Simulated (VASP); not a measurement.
# Sc2Ru (Fm-3m) in VASP: notebook

The runs below take Sc2Ru through relaxation of cell and atoms, single point, with PBE.

Program: VASP 6.6.1. These are calculated values, not measurements. Logs are shortened: lines on timing, memory, paths and dates and some standing lists are left out, and cuts for length are marked.

## 1. The cell of the first run

It takes space group Fm-3m (No. 225, cubic). Conventional cell: a = 5.867 Å, b = 5.867 Å, c = 5.867 Å, α = 90.00°, β = 90.00°, γ = 90.00°. Sc (site symmetry -43m) has 4 Ru at 2.54 Å and 6 Sc at 2.93 Å within 3.4 Å. Ru (site symmetry m-3m) has 8 Sc at 2.54 Å within 3.4 Å.

## 2. Relaxation of cell and atoms, PBE

INCAR reads:

```
PREC     = Accurate       # precision mode
ENCUT    = 600            # plane-wave cutoff, eV
EDIFF    = 1E-7           # SCF threshold, eV
ISMEAR   = 0              # smearing method
SIGMA    = 0.1            # smearing width, eV
LREAL    = False          # projectors in reciprocal space
LASPH    = True           # aspherical terms in the spheres
NELM     = 60             # most SCF steps
ALGO     = Normal         # electronic algorithm
ISIF     = 3              # what is computed and relaxed
LWAVE    = False          # write WAVECAR
LCHARG   = False          # write CHGCAR
GGA      = PE             # functional
IBRION   = 2              # ionic algorithm
NSW      = 90             # ionic steps
EDIFFG   = -0.04          # ionic threshold
```

KPOINTS reads:

```
Automatic mesh
0
Gamma
  6 6 6
```

POSCAR reads:

```
Sc2Ru
1.0
    0.0000000000      2.9336498765      2.9336498765
    2.9336498765      0.0000000000      2.9336498765
    2.9336498765      2.9336498765      0.0000000000
Sc Ru
2 1
Direct
    0.2500000000      0.2500000000      0.2500000000
    0.7500000000      0.7500000000      0.7500000000
    0.0000000000      0.0000000000      0.0000000000
```

Potentials or basis: VASP PAW PBE potentials, release 64 (Sc_sv, Ru_pv).

Run with:

```console
> cat potpaw_PBE.64/Sc_sv/POTCAR potpaw_PBE.64/Ru_pv/POTCAR > POTCAR
> mpirun -np 1 vasp_std > vasp.out
```

OUTCAR:

```text
PREC = Accurate
   ENCUT = 600
   EDIFF = 1E-7
   ISMEAR = 0
   LREAL = False
   LASPH = True
   NELM = 60
   ISIF = 3
   GGA = PE
   IBRION = 2
   NSW = 90
   EDIFFG = -0.04

 ion  position               nearest neighbor table
   1  0.250  0.250  0.250-   3 2.54   3 2.54   3 2.54   3 2.54   2 2.93   2 2.93   2 2.93   2 2.93
                             2 2.93   2 2.93
   2  0.750  0.750  0.750-   3 2.54   3 2.54   3 2.54   3 2.54   1 2.93   1 2.93   1 2.93   1 2.93
                             1 2.93   1 2.93
   3  0.000  0.000  0.000-   2 2.54   2 2.54   2 2.54   1 2.54   1 2.54   1 2.54   2 2.54   1 2.54

  LATTYP: Found a face centered cubic cell.
 ALAT       =     5.8672997530

  Lattice vectors:

 A1 = (   0.0000000000,   2.9336498765,   2.9336498765)
 A2 = (   2.9336498765,   0.0000000000,   2.9336498765)
 A3 = (   2.9336498765,   2.9336498765,   0.0000000000)

Analysis of symmetry for initial positions (statically):
=====================================================================
 Subroutine PRICEL returns:
 Original cell was already a primitive cell.

 Routine SETGRP: Setting up the symmetry group for a
 face centered cubic supercell.

 Subroutine GETGRP returns: Found 48 space group operations
 (whereof 48 operations were pure point group operations)
 out of a pool of 48 trial point group operations.

The static configuration has the point symmetry O_h .

Analysis of symmetry for dynamics (positions and initial velocities):
=====================================================================
 Subroutine PRICEL returns:
 Original cell was already a primitive cell.

 Routine SETGRP: Setting up the symmetry group for a
 face centered cubic supercell.

 Subroutine GETGRP returns: Found 48 space group operations
 (whereof 48 operations were pure point group operations)
 out of a pool of 48 trial point group operations.

The dynamic configuration has the point symmetry O_h .

 Subroutine INISYM returns: Found 48 space group operations
 (whereof 48 operations are pure point group operations),
 and found     1 'primitive' translations

----------------------------------------------------------------------------------------

                                     Primitive cell

  volume of cell :      50.4958

  direct lattice vectors                    reciprocal lattice vectors
     0.000000000  2.933649877  2.933649877    -0.170436153  0.170436153  0.170436153
     2.933649877  0.000000000  2.933649877     0.170436153 -0.170436153  0.170436153
     2.933649877  2.933649877  0.000000000     0.170436153  0.170436153 -0.170436153

  length of vectors
     4.148807443  4.148807443  4.148807443     0.295204077  0.295204077  0.295204077

  position of ions in fractional coordinates (direct lattice)
     0.250000000  0.250000000  0.250000000
     0.750000000  0.750000000  0.750000000
     0.000000000  0.000000000  0.000000000

  ion indices of the primitive-cell ions
   primitive index   ion index
                 1           1
                 2           2
                 3           3

----------------------------------------------------------------------------------------

 KPOINTS: Automatic mesh

Automatic generation of k-mesh.
 Grid dimensions read from file:
 generate k-points for:    6    6    6

 Generating k-lattice:

  Cartesian coordinates                     Fractional coordinates (reciprocal lattice)
    -0.028406026  0.028406026  0.028406026     0.166666667  0.000000000  0.000000000
     0.028406026 -0.028406026  0.028406026     0.000000000  0.166666667  0.000000000
     0.028406026  0.028406026 -0.028406026     0.000000000  0.000000000  0.166666667

  Length of vectors
     0.049200679  0.049200679  0.049200679

  Shift w.r.t. Gamma in fractional coordinates (k-lattice)
     0.000000000  0.000000000  0.000000000

 Subroutine IBZKPT returns following result:
 ===========================================

 Found     16 irreducible k-points:

 Following reciprocal coordinates:
            Coordinates               Weight
  0.000000  0.000000  0.000000      1.000000
  0.166667  0.000000  0.000000      8.000000
  0.333333  0.000000  0.000000      8.000000
  0.500000  0.000000  0.000000      4.000000
  0.166667  0.166667  0.000000      6.000000
  0.333333  0.166667  0.000000     24.000000
[... 8 lines left out ...]
 -0.333333  0.333333  0.166667     24.000000
 -0.333333  0.500000  0.166667     12.000000
   k-points           NKPTS =     16   k-points in BZ     NKDIM =     16   number of bands    NBANDS=     22
   number of dos      NEDOS =    301   number of ions     NIONS =      3
   total plane-waves  NPLWV =  46656
   dimension x,y,z NGX =    36 NGY =   36 NGZ =   36
   dimension x,y,z NGXF=    72 NGYF=   72 NGZF=   72
   ions per type =               2   1
   NGX,Y,Z   is equivalent  to a cutoff of  14.43, 14.43, 14.43 a.u.
   NGXF,Y,Z  is equivalent  to a cutoff of  28.85, 28.85, 28.85 a.u.
 SYSTEM =  unknown system
   PREC   = accura    normal or accurate (medium, high low for compatibility)
   ISTART =      0    job   : 0-new  1-cont  2-samecut
   ICHARG =      2    charge: 1-file 2-atom 10-const
   ISPIN  =      1    spin polarized calculation?
   LNONCOLLINEAR =      F non collinear calculations
   LSORBIT =      F    spin-orbit coupling
   LASPH  =      T    aspherical Exc in radial PAW
   ENCUT  =  600.0 eV  44.10 Ry    6.64 a.u.   8.29  8.29  8.29*2*pi/ulx,y,z
   NELM   =     60;   NELMIN=  2; NELMDL= -5     # of ELM steps
   EDIFF  = 0.1E-06   stopping-criterion for ELM
   LREAL  =      F    real-space projection
   EDIFFG = -.4E-01   stopping-criterion for IOM
   NSW    =     90    number of steps for IOM
   IBRION =      2    ionic relax: 0-MD 1-quasi-New 2-CG
   NFREE  =      1    steps in history (QN), initial steepest desc. (CG)
   ISIF   =      3    stress and relaxation
   ISYM   =      2    0-nonsym 1-usesym 2-fastsym
   POTIM  = 0.5000    time-step for ionic-motion
   TEBEG  =    0.0;   TEEND  =   0.0 temperature during run
   PSTRESS=    0.0 pullay stress
   NELECT =      36.0000    total number of electrons
   NUPDOWN=      -1.0000    fix difference up-down
   EMIN   =  10.00;   EMAX   =-10.00  energy-range for DOS
   EFERMI =   0.00;   METHOD = LEGACY
   ISMEAR =     0;   SIGMA  =   0.10  broadening in eV -4-tet -1-fermi 0-gaus
   EFERMI_NEDOS =   21; number of points for ismear=-14 and -15
   IALGO  =     38    algorithm
   IMIX   =      4    mixing-type and parameters
     AMIX     =   0.40;   BMIX     =  1.00
     AMIX_MAG =   1.60;   BMIX_MAG =  1.00
  volume/ion in A,a.u.               =      16.83       113.59
  Fermi-wavevector in a.u.,A,eV,Ry     =   1.462483  2.763691 29.100895  2.138855
  Thomas-Fermi vector in A             =   2.578691
   LORBIT       =      0    0 simple, 1 ext, 2 COOP (PROOUT), +10 PAW based schemes
   GGA     = PE    functional components
   LHFCALC =     F    Hartree Fock is set to
   AEXX    =    0.0000 exact exchange contribution
   IVDW    =     0    specifies the selected vdW correction
   LEPSILON=     F    determine dielectric tensor
   LRPA    =     F    only Hartree local field effects (RPA)
 conjugate gradient relaxation of ions
 non-spin polarized calculation
 Gauss-broadening in eV      SIGMA  =   0.10
  energy-cutoff  :      600.00
  volume of cell :       50.50
 maximum number of plane-waves:      1700
 NGX is ok and might be reduce to    36
   NGX = 17   NGY = 17   NGZ = 17

--------------------------------------- Ionic step        1  -------------------------------------------

 number of electron      36.0000003 magnetization

 Free energy of the ion-electron system (eV)
  ---------------------------------------------------
  ext. energy  EPLUGINS =         0.00000000
  ---------------------------------------------------
  free energy    TOTEN  =       -21.44499164 eV

  energy without entropy =      -21.43291112  energy(sigma->0) =      -21.43895138

------------------------ aborting loop because EDIFF is reached ----------------------------------------

  FORCE on cell =-STRESS in cart. coord.  units (eV):
  Direction    XX          YY          ZZ          XY          YZ          ZX
  --------------------------------------------------------------------------------------
  -------------------------------------------------------------------------------------
  Total       10.5970331     10.5970331     10.5970331      0.0000000     -0.0000000      0.0000000
  in kB      336.2327675    336.2327675    336.2327675      0.0000000     -0.0000000      0.0000000
  external PRESSURE =     336.2327675 kB  Pullay stress =       0.0000000 kB

 VOLUME and BASIS-vectors are now :
 -----------------------------------------------------------------------------
  energy-cutoff  :      600.00
  volume of cell :       50.50
      direct lattice vectors                 reciprocal lattice vectors
     0.000000000  2.933649877  2.933649877    -0.170436153  0.170436153  0.170436153
     2.933649877  0.000000000  2.933649877     0.170436153 -0.170436153  0.170436153
     2.933649877  2.933649877  0.000000000     0.170436153  0.170436153 -0.170436153

 POSITION                                       TOTAL-FORCE (eV/Angst)
 -----------------------------------------------------------------------------------
      1.46682      1.46682      1.46682        -0.000000      0.000000     -0.000000
      4.40047      4.40047      4.40047         0.000000      0.000000      0.000000
      0.00000      0.00000      0.00000        -0.000000     -0.000000      0.000000
 -----------------------------------------------------------------------------------
    total drift:                                0.000000      0.000000      0.000000

  FREE ENERGIE OF THE ION-ELECTRON SYSTEM (eV)
  ---------------------------------------------------
  free  energy   TOTEN  =       -21.4449916364 eV

  energy  without entropy=      -21.4329111184  energy(sigma->0) =      -21.43895138

--------------------------------------- Ionic step        2  -------------------------------------------

 number of electron      35.9999992 magnetization

 E-fermi :   3.4120     XC(G=0):  -9.5776

 val. band max:        3.2716792818   @ k =   0.1667   0.0000   0.0000
 cond. band min:       3.4482970915   @ k =   0.0000   0.0000   0.0000
 fundamental gap:      0.1766178097
 Fermi energy:         3.4119554453

 k-point     1 :       0.0000    0.0000    0.0000
  band No.  band energies     occupation
      1     -46.5293      2.00000
      2     -46.4996      2.00000
      3     -38.0821      2.00000
      4     -38.0821      2.00000
      5     -38.0821      2.00000
      6     -25.1539      2.00000
[... 14 lines left out ...]
     21       5.1858      0.00000
     22       5.1858      0.00000
[... 432 lines left out ...]
 POSITION                                       TOTAL-FORCE (eV/Angst)
 -----------------------------------------------------------------------------------
      1.59191      1.59191      1.59191        -0.000000     -0.000000      0.000000
      4.77572      4.77572      4.77572         0.000000      0.000000     -0.000000
      0.00000      0.00000      0.00000        -0.000000      0.000000      0.000000
 -----------------------------------------------------------------------------------
    total drift:                                0.000000      0.000000      0.000000

  FREE ENERGIE OF THE ION-ELECTRON SYSTEM (eV)
  ---------------------------------------------------
  free  energy   TOTEN  =       -22.6266303103 eV

  energy  without entropy=      -22.6242362575  energy(sigma->0) =      -22.62543328

--------------------------------------- Ionic step        4  -------------------------------------------

 number of electron      36.0000001 magnetization

 Free energy of the ion-electron system (eV)
  ---------------------------------------------------
  ext. energy  EPLUGINS =         0.00000000
  ---------------------------------------------------
  free energy    TOTEN  =       -22.62755065 eV

  energy without entropy =      -22.62505777  energy(sigma->0) =      -22.62630421

 E-fermi :   5.0223     XC(G=0): -10.5940

 val. band max:        4.9917910550   @ k =   0.0000   0.0000   0.0000
 cond. band min:       5.2056576233   @ k =   0.1667   0.0000   0.0000
 fundamental gap:      0.2138665683
 Fermi energy:         5.0222507068

 k-point     1 :       0.0000    0.0000    0.0000
  band No.  band energies     occupation
      1     -44.2153      2.00000
      2     -44.1321      2.00000
      3     -36.5435      2.00000
      4     -36.5435      2.00000
      5     -36.5435      2.00000
      6     -22.9357      2.00000
[... 14 lines left out ...]
     21       7.4157      0.00000
     22       7.4157      0.00000
[... 395 lines left out ...]
 POSITION                                       TOTAL-FORCE (eV/Angst)
 -----------------------------------------------------------------------------------
      1.58889      1.58889      1.58889         0.000000      0.000000     -0.000000
      4.76667      4.76667      4.76667        -0.000000     -0.000000      0.000000
      0.00000      0.00000      0.00000         0.000000     -0.000000     -0.000000
 -----------------------------------------------------------------------------------
    total drift:                                0.000000      0.000000      0.000000

  FREE ENERGIE OF THE ION-ELECTRON SYSTEM (eV)
  ---------------------------------------------------
  free  energy   TOTEN  =       -22.6275506516 eV

  energy  without entropy=      -22.6250577684  energy(sigma->0) =      -22.62630421

 reached required accuracy - stopping structural energy minimisation
```

Wall time 49 s (1 thread of Intel Xeon 6975P-C (Granite Rapids), shared host); peak memory 0.22 GiB.

Results:

| Quantity | Value |
| --- | --- |
| Free energy | -22.6276 eV |
| Relaxed volume | 21.39 Å³/atom |
| Relaxed cell | a = 4.494 Å, b = 4.494 Å, c = 4.494 Å, α = 60.00°, β = 60.00°, γ = 60.00° |
| Space group after relaxing (to 0.05 Å) | Fm-3m (No. 225) |
| Energy gained by relaxing | 394.2 meV/atom |
| Ionic steps | 4 |
| Pressure after relaxing | -0.1 GPa |
| Band gap on the k mesh | zero (filled and empty bands touch) |

Step by step:
| step | energy change (eV) | largest force (eV/Å) | pressure (GPa) | volume (Å³) |
| --- | --- | --- | --- | --- |
| 1 | 0.0000 | 0.0000 | 33.62 | 50.50 |
| 2 | -0.3319 | 0.0000 | -13.32 | 80.96 |
| 3 | -1.1816 | 0.0000 | -0.65 | 64.55 |
| 4 | -1.1826 | 0.0000 | -0.15 | 64.18 |

Final structure:
```yaml
crystal:
  lattice:
    - [0.00000, 3.17778, 3.17778]
    - [3.17778, 0.00000, 3.17778]
    - [3.17778, 3.17778, 0.00000]
  atoms:
    - { symbol: Sc, position: [0.25000, 0.25000, 0.25000] }
    - { symbol: Sc, position: [0.75000, 0.75000, 0.75000] }
    - { symbol: Ru, position: [0.00000, 0.00000, 0.00000] }
```

Caveat: the volume moved by over 15 % at a fixed basis, so the end points are rough.

[end of part 1 of 3]
